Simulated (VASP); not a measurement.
# Be (Im-3m) in VASP: a series of runs

The runs below take Be through electric field gradients, with PBEsol.

All numbers are computed with VASP 6.6.1; they aren't measurements. Logs are shortened: lines on timing, memory, paths and dates and some standing lists are left out, and cuts for length are marked.

**1. The cell of the first run**

It takes space group Im-3m (No. 229, cubic). The conventional cell has a = 2.506 Å, b = 2.506 Å, c = 2.506 Å, α = 90.00°, β = 90.00°, γ = 90.00°. Within 2.9 Å of Be (site symmetry m-3m) lie 14 Be at 2.17 to 2.51 Å.

**2. Electric field gradients, PBEsol**

INCAR

```
SYSTEM = Be
ALGO = Normal
EDIFF = 1E-8
ENCUT = 520
GGA = PS
ISIF = 2
ISMEAR = -1
LASPH = .TRUE.
LCHARG = .FALSE.
LEFG = .TRUE.
LREAL = .FALSE.
LWAVE = .FALSE.
NBANDS = 7
NELM = 100
PREC = Accurate
SIGMA = 0.03
```

KPOINTS

```
k-points
0
G
  23 23 23
  0 0 0
```

POSCAR

```
Be
1.0
   -1.2531209513      1.2531209513      1.2531209513
    1.2531209513     -1.2531209513      1.2531209513
    1.2531209513      1.2531209513     -1.2531209513
Be
1
Direct
    0.0000000000      0.0000000000      0.0000000000
```

Potentials or basis: VASP PAW PBE potentials, release 64 (Be).

Launch:

```
cat potpaw_PBE.64/Be/POTCAR > POTCAR
mpirun -np 1 vasp_std > vasp.out
```

OUTCAR:

```text
SYSTEM = Be
   EDIFF = 1E-8
   ENCUT = 520
   GGA = PS
   ISIF = 2
   ISMEAR = -1
   LASPH = .TRUE.
   LREAL = .FALSE.
   NELM = 100
   PREC = Accurate

 ion  position               nearest neighbor table
   1  0.000  0.000  0.000-

  LATTYP: Found a body centered cubic cell.
 ALAT       =     2.5062419026

  Lattice vectors:

 A1 = (  -1.2531209513,   1.2531209513,   1.2531209513)
 A2 = (   1.2531209513,  -1.2531209513,   1.2531209513)
 A3 = (   1.2531209513,   1.2531209513,  -1.2531209513)

Analysis of symmetry for initial positions (statically):
=====================================================================
 Subroutine PRICEL returns:
 Original cell was already a primitive cell.

 Routine SETGRP: Setting up the symmetry group for a
 body centered cubic supercell.

 Subroutine GETGRP returns: Found 48 space group operations
 (whereof 48 operations were pure point group operations)
 out of a pool of 48 trial point group operations.

The static configuration has the point symmetry O_h .

Analysis of symmetry for dynamics (positions and initial velocities):
=====================================================================
 Subroutine PRICEL returns:
 Original cell was already a primitive cell.

 Routine SETGRP: Setting up the symmetry group for a
 body centered cubic supercell.

 Subroutine GETGRP returns: Found 48 space group operations
 (whereof 48 operations were pure point group operations)
 out of a pool of 48 trial point group operations.

The dynamic configuration has the point symmetry O_h .

 Subroutine INISYM returns: Found 48 space group operations
 (whereof 48 operations are pure point group operations),
 and found     1 'primitive' translations

----------------------------------------------------------------------------------------

                                     Primitive cell

  volume of cell :       7.8712

  direct lattice vectors                    reciprocal lattice vectors
    -1.253120951  1.253120951  1.253120951     0.000000000  0.399003783  0.399003783
     1.253120951 -1.253120951  1.253120951     0.399003783  0.000000000  0.399003783
     1.253120951  1.253120951 -1.253120951     0.399003783  0.399003783  0.000000000

  length of vectors
     2.170469156  2.170469156  2.170469156     0.564276561  0.564276561  0.564276561

  position of ions in fractional coordinates (direct lattice)
     0.000000000  0.000000000  0.000000000

  ion indices of the primitive-cell ions
   primitive index   ion index
                 1           1

----------------------------------------------------------------------------------------

 KPOINTS: k-points

Automatic generation of k-mesh.
 Grid dimensions read from file:
 generate k-points for:   23   23   23

 Generating k-lattice:

  Cartesian coordinates                     Fractional coordinates (reciprocal lattice)
     0.000000000  0.017347991  0.017347991     0.043478261  0.000000000  0.000000000
     0.017347991  0.000000000  0.017347991     0.000000000  0.043478261  0.000000000
     0.017347991  0.017347991  0.000000000     0.000000000  0.000000000  0.043478261

  Length of vectors
     0.024533764  0.024533764  0.024533764

  Shift w.r.t. Gamma in fractional coordinates (k-lattice)
     0.000000000  0.000000000  0.000000000

 Subroutine IBZKPT returns following result:
 ===========================================

 Found    364 irreducible k-points:

 Following reciprocal coordinates:
            Coordinates               Weight
  0.000000  0.000000  0.000000      1.000000
  0.043478  0.000000  0.000000     12.000000
  0.086957  0.000000  0.000000     12.000000
  0.130435  0.000000  0.000000     12.000000
  0.173913  0.000000  0.000000     12.000000
  0.217391  0.000000  0.000000     12.000000
[... 16 lines left out ...]
  0.478261  0.043478  0.000000     24.000000
  0.086957  0.086957  0.000000     24.000000
 [... further k-points ...]
   k-points           NKPTS =    364   k-points in BZ     NKDIM =    364   number of bands    NBANDS=      7
   number of dos      NEDOS =    301   number of ions     NIONS =      1
   total plane-waves  NPLWV =   4096
   dimension x,y,z NGX =    16 NGY =   16 NGZ =   16
   dimension x,y,z NGXF=    32 NGYF=   32 NGZF=   32
   ions per type =               1
   NGX,Y,Z   is equivalent  to a cutoff of  12.26, 12.26, 12.26 a.u.
   NGXF,Y,Z  is equivalent  to a cutoff of  24.51, 24.51, 24.51 a.u.
 SYSTEM =  Be
   PREC   = accura    normal or accurate (medium, high low for compatibility)
   ISTART =      0    job   : 0-new  1-cont  2-samecut
   ICHARG =      2    charge: 1-file 2-atom 10-const
   ISPIN  =      1    spin polarized calculation?
   LNONCOLLINEAR =      F non collinear calculations
   LSORBIT =      F    spin-orbit coupling
   LASPH  =      T    aspherical Exc in radial PAW
   ENCUT  =  520.0 eV  38.22 Ry    6.18 a.u.   4.04  4.04  4.04*2*pi/ulx,y,z
   NELM   =    100;   NELMIN=  2; NELMDL= -5     # of ELM steps
   EDIFF  = 0.1E-07   stopping-criterion for ELM
   LREAL  =      F    real-space projection
   EDIFFG = 0.1E-06   stopping-criterion for IOM
   NSW    =      0    number of steps for IOM
   IBRION =     -1    ionic relax: 0-MD 1-quasi-New 2-CG
   NFREE  =      0    steps in history (QN), initial steepest desc. (CG)
   ISIF   =      2    stress and relaxation
   ISYM   =      2    0-nonsym 1-usesym 2-fastsym
   POTIM  = 0.5000    time-step for ionic-motion
   TEBEG  =    0.0;   TEEND  =   0.0 temperature during run
   PSTRESS=    0.0 pullay stress
   NELECT =       2.0000    total number of electrons
   NUPDOWN=      -1.0000    fix difference up-down
   EMIN   =  10.00;   EMAX   =-10.00  energy-range for DOS
   EFERMI =   0.00;   METHOD = LEGACY
   ISMEAR =    -1;   SIGMA  =   0.03  broadening in eV -4-tet -1-fermi 0-gaus
   EFERMI_NEDOS =   21; number of points for ismear=-14 and -15
   IALGO  =     38    algorithm
   IMIX   =      4    mixing-type and parameters
     AMIX     =   0.40;   BMIX     =  1.00
     AMIX_MAG =   1.60;   BMIX_MAG =  1.00
  volume/ion in A,a.u.               =       7.87        53.12
  Fermi-wavevector in a.u.,A,eV,Ry     =   1.036904  1.959464 14.628572  1.075170
  Thomas-Fermi vector in A             =   2.171317
   LORBIT       =      0    0 simple, 1 ext, 2 COOP (PROOUT), +10 PAW based schemes
   GGA     = PS    functional components
   LHFCALC =     F    Hartree Fock is set to
   AEXX    =    0.0000 exact exchange contribution
   IVDW    =     0    specifies the selected vdW correction
   LEPSILON=     F    determine dielectric tensor
   LRPA    =     F    only Hartree local field effects (RPA)
 non-spin polarized calculation
  energy-cutoff  :      520.00
  volume of cell :        7.87
 maximum number of plane-waves:       236
   NGX =  7   NGY =  7   NGZ =  7

 number of electron       2.0000000 magnetization

 Free energy of the ion-electron system (eV)
  ---------------------------------------------------
  ext. energy  EPLUGINS =         0.00000000
  ---------------------------------------------------
  free energy    TOTEN  =        -3.89870138 eV

  energy without entropy =       -3.89813709  energy(sigma->0) =       -3.89841924

 E-fermi :   7.9434     XC(G=0): -10.6281

 val. band max:        7.8977157134   @ k =   0.3043   0.2609   0.0870
 cond. band min:       7.9834866252   @ k =  -0.4348   0.4348   0.3913
 fundamental gap:      0.0857709118
 Fermi energy:         7.9434391696

 k-point     1 :       0.0000    0.0000    0.0000
  band No.  band energies     occupation
      1      -4.3161      2.00000
      2      27.2591      0.00000
      3      27.2591      0.00000
      4      27.2591      0.00000
      5      38.6176      0.00000
      6      38.6176      0.00000
      7      38.6176      0.00000

 k-point     2 :       0.0435    0.0000    0.0000
  band No.  band energies     occupation
      1      -4.2499      2.00000
      2      26.9327      0.00000
      3      26.9843      0.00000
      4      27.1808      0.00000
      5      37.6871      0.00000
      6      37.7332      0.00000
      7      39.0669      0.00000

 k-point     3 :       0.0870    0.0000    0.0000
  band No.  band energies     occupation
      1      -4.0514      2.00000
      2      25.9289      0.00000
      3      26.2714      0.00000
      4      26.9500      0.00000
      5      35.8348      0.00000
      6      36.2036      0.00000
      7      39.4206      0.00000
[... 191 lines left out ...]
 k-point    23 :       0.4783    0.0435    0.0000
  band No.  band energies     occupation
      1       2.7450      2.00000
      2       8.3109      0.00001
      3      19.9367      0.00000
      4      22.7805      0.00000
      5      29.0876      0.00000
      6      34.2407      0.00000
      7      44.1822      0.00000

 k-point    24 :       0.0870    0.0870    0.0000
  band No.  band energies     occupation
      1      -3.5214      2.00000
      2      24.0800      0.00000
      3      24.2601      0.00000
      4      25.9378      0.00000
      5      34.0350      0.00000
      6      34.5926      0.00000
      7      38.7803      0.00000

 [... further k-points ...]
[... 5 lines left out ...]
  --------------------------------------------------------------------------------------
  -------------------------------------------------------------------------------------
  Total       -0.0790596     -0.0790596     -0.0790596      0.0000000      0.0000000     -0.0000000
  in kB      -16.0926039    -16.0926039    -16.0926039      0.0000000      0.0000000     -0.0000000
  external PRESSURE =     -16.0926039 kB  Pullay stress =       0.0000000 kB

 VOLUME and BASIS-vectors are now :
 -----------------------------------------------------------------------------
  energy-cutoff  :      520.00
  volume of cell :        7.87
      direct lattice vectors                 reciprocal lattice vectors
    -1.253120951  1.253120951  1.253120951     0.000000000  0.399003783  0.399003783
     1.253120951 -1.253120951  1.253120951     0.399003783  0.000000000  0.399003783
     1.253120951  1.253120951 -1.253120951     0.399003783  0.399003783  0.000000000

 POSITION                                       TOTAL-FORCE (eV/Angst)
 -----------------------------------------------------------------------------------
      0.00000      0.00000      0.00000         0.000000      0.000000     -0.000000
 -----------------------------------------------------------------------------------
    total drift:                                0.000000     -0.000000     -0.000000

  FREE ENERGIE OF THE ION-ELECTRON SYSTEM (eV)
  ---------------------------------------------------
  free  energy   TOTEN  =        -3.8987013791 eV

  energy  without entropy=       -3.8981370942  energy(sigma->0) =       -3.89841924

 Electric field gradients (V/A^2)
---------------------------------------------------------------------
 ion       V_xx      V_yy      V_zz      V_xy      V_xz      V_yz
---------------------------------------------------------------------
   1       0.000    -0.000    -0.000    -0.000    -0.000    -0.000
---------------------------------------------------------------------

 Electric field gradients after diagonalization (V/A^2)
 (convention: |V_zz| > |V_xx| > |V_yy|)
----------------------------------------------------------------------
 ion       V_xx      V_yy      V_zz     asymmetry (V_yy - V_xx)/ V_zz
----------------------------------------------------------------------
   1       0.000     0.000    -0.000       0.000
----------------------------------------------------------------------

           NMR quadrupolar parameters

 Cq : quadrupolar parameter    Cq=e*Q*V_zz/h
 eta: asymmetry parameters     (V_yy - V_xx)/ V_zz
 Q  : nuclear electric quadrupole moment in mb (millibarn)
----------------------------------------------------------------------
 ion       Cq(MHz)       eta       Q (mb)
----------------------------------------------------------------------
   1      -0.000       0.000       1.000
----------------------------------------------------------------------
```

Wall time 35 s (1 thread of AMD EPYC 7R13, shared host); peak memory 0.09 GiB.

What came out:

* Free energy: -3.8987 eV
* Pressure: -1.6 GPa
* Band gap on the k mesh: zero (band 1 reaches 11.44 eV, above the bottom of band 2 at 6.59 eV)

Caveat: without QUAD_EFG the Cq values of the log hold for a quadrupole moment of 1 mb, not for the nuclei; the PAW data sets were made with another functional, which shifts forces and pressure a little.

[end of part 1 of 3]
